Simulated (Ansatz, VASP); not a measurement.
**Two plane-wave programs on Bi**

```
Bi
1.0
     3.01695    0.00000    0.00000
     0.00000    3.01695    0.00000
     0.00000    0.00000    3.01695
Bi
1
Cartesian
  0.0000 0.0000 0.0000
```

Change from the starting cell: volume scaled by 0.84, PAW files.

Alike in both runs: task single point; functional LDA; k mesh 12 × 12 × 12; occupations fermi-dirac, width 0.05 eV; no spin polarisation.

|  | VASP | Ansatz |
| --- | --- | --- |
| version | VASP 6.6.1 | Ansatz 0.2.0 |
| potentials or method | VASP PAW LDA potentials, release 64 (Bi_d) | PAW with Ansatz's default frozen-core files, scalar-relativistic |
| plane-wave cutoff (eV) | 500 | 420 |
| valence electrons in the cell | 15 | 15 |

```tsv
	VASP	Ansatz	Ansatz less VASP
pressure (GPa)	15.0	14.8	-0.23
```

LDA's correlation is that of Perdew and Zunger in VASP and of Perdew and Wang (1992) in Ansatz.

Spin-orbit coupling is off throughout.
